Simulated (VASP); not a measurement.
CuO (Tenorite):

```
Cu O
1.0
     2.36018   -1.72475    0.00000
     2.36018    1.72475    0.00000
    -0.86625    0.00000    5.09294
Cu O
2 2
Direct
  0.49680 0.00320 0.50000
  0.00320 0.49680 0.00000
  0.40560 0.57140 0.75370
  0.57140 0.40560 0.25370
```

Program: VASP 6.6.1. Alike in all runs: task single point; no spin polarisation; cell as given; k mesh 10 × 10 × 5; cutoff (eV) 520; smearing fermi-dirac 0.05 eV.

Q: Order these runs on this cell by their pressure, lowest first.
A. level LDA; potentials or basis VASP PAW LDA potentials, release 64 (Cu, O)
B. level r2SCAN; potentials or basis VASP PAW PBE potentials, release 64 (Cu, O)
C. level RPBE; potentials or basis VASP PAW PBE potentials, release 64 (Cu, O)

A: A (-11.9 GPa), B (-3.9 GPa), C (8.3 GPa).

Caveats: the PAW data sets were made with another functional, which shifts forces and pressure a little (some runs).
